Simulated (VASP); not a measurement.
Runs of VASP 6.6.1 on MnO. The structure is that of space group P6_3mc (No. 186), or close to it. The cells are those of the table. 

```tsv
level	potentials or basis	spin	U	cell	k mesh	k mesh for the DOS	occupations for the DOS	gap on the mesh (eV)	pressure (GPa)	moment (μB)	largest force (eV/Å)
PBE	VASP PAW PBE potentials, release 64 (Mn_pv, O)	collinear, ferromagnetic start	-	a = 3.372, b = 3.372, c = 5.386 Å, angles 90.0, 90.0, 120.0°, 4 atoms	9 × 9 × 5	-	-	none	6.5	9.99	0.66
PBE	VASP PAW PBE potentials, release 64 (Mn_pv, O)	collinear, antiferromagnetic start	-	a = 3.372, b = 3.372, c = 5.386 Å, angles 90.0, 90.0, 120.0°, 4 atoms	9 × 9 × 5	-	-	none	0.0	0.00	0.11
LDA	VASP PAW LDA potentials, release 64 (Mn_pv, O)	collinear, ferromagnetic start	-	a = 3.349, b = 3.349, c = 5.349 Å, angles 90.0, 90.0, 120.0°, 4 atoms	9 × 9 × 5	-	-	none	(a)	9.64	0.60
PBEsol	VASP PAW PBE potentials, release 64 (Mn_pv, O)	collinear, ferromagnetic start	-	a = 3.372, b = 3.372, c = 5.386 Å, angles 90.0, 90.0, 120.0°, 4 atoms	15 × 15 × 8	-	-	none	1.2	9.99	0.61
PBEsol	VASP PAW PBE potentials, release 64 (Mn_pv, O)	collinear, ferromagnetic start	-	a = 3.438, b = 3.438, c = 5.491 Å, angles 90.0, 90.0, 120.0°, 4 atoms	8 × 8 × 4	-	-	none	-5.6	9.99	0.47
PBE	VASP PAW PBE potentials, release 64 (Mn_pv, O)	collinear, ferrimagnetic start	-	a = 3.372, b = 3.372, c = 5.386 Å, angles 90.0, 90.0, 120.0°, 4 atoms	9 × 9 × 5	-	-	none	0.0	0.00	0.11
LDA	VASP PAW LDA potentials, release 64 (Mn_pv, O)	collinear, ferromagnetic start	-	a = 3.372, b = 3.372, c = 5.386 Å, angles 90.0, 90.0, 120.0°, 4 atoms	9 × 9 × 5	-	-	none	-5.3	9.78	0.56
LDA	VASP PAW LDA potentials, release 64 (Mn_pv, O)	collinear, ferromagnetic start	-	a = 3.326, b = 3.326, c = 5.313 Å, angles 90.0, 90.0, 120.0°, 4 atoms	9 × 9 × 5	-	-	none	-2.4	9.45	0.62
LDA	VASP PAW LDA potentials, release 64 (Mn_pv, O)	collinear, ferromagnetic start	-	a = 3.394, b = 3.394, c = 5.421 Å, angles 90.0, 90.0, 120.0°, 4 atoms	9 × 9 × 5	-	-	none	(b)	9.87	0.51
PBEsol+U	VASP PAW PBE potentials, release 64 (Mn_pv, O)	collinear, ferromagnetic start	Mn d U = 8.0 eV	a = 3.372, b = 3.372, c = 5.386 Å, angles 90.0, 90.0, 120.0°, 4 atoms	9 × 9 × 5	14 × 14 × 8	tetrahedron	-	-	10.00	-
PBE	VASP PAW PBE potentials, release 64 (Mn_pv, O)	off	-	a = 3.372, b = 3.372, c = 5.386 Å, angles 90.0, 90.0, 120.0°, 4 atoms	9 × 9 × 5	-	-	none	-28.7	-	0.33
```

Alike in all rows: task single point; cutoff (eV) 520; smearing fermi-dirac 0.05 eV.

**Question.** Estimate the missing entries.

**Answer.** (a) -3.8; (b) -6.9.

Caveats: semilocal functionals often make such compounds metallic where correlation or magnetic order opens a gap, which also shifts bond lengths (at least some runs); the run started ferromagnetic, and an antiferromagnetic order may lie lower in energy (at least some runs); the PAW data sets were made with another functional, which shifts forces and pressure a little (at least some runs); the stress differs along the axes, from 4 to 12 GPa (at least some runs); the stress differs along the axes, from -6 to 1 GPa (at least some runs); the stress differs along the axes, from -1 to 6 GPa (at least some runs); the stress differs along the axes, from -7 to -2 GPa (at least some runs).

A gap of «none» marks levels without a gap at the run's occupations.
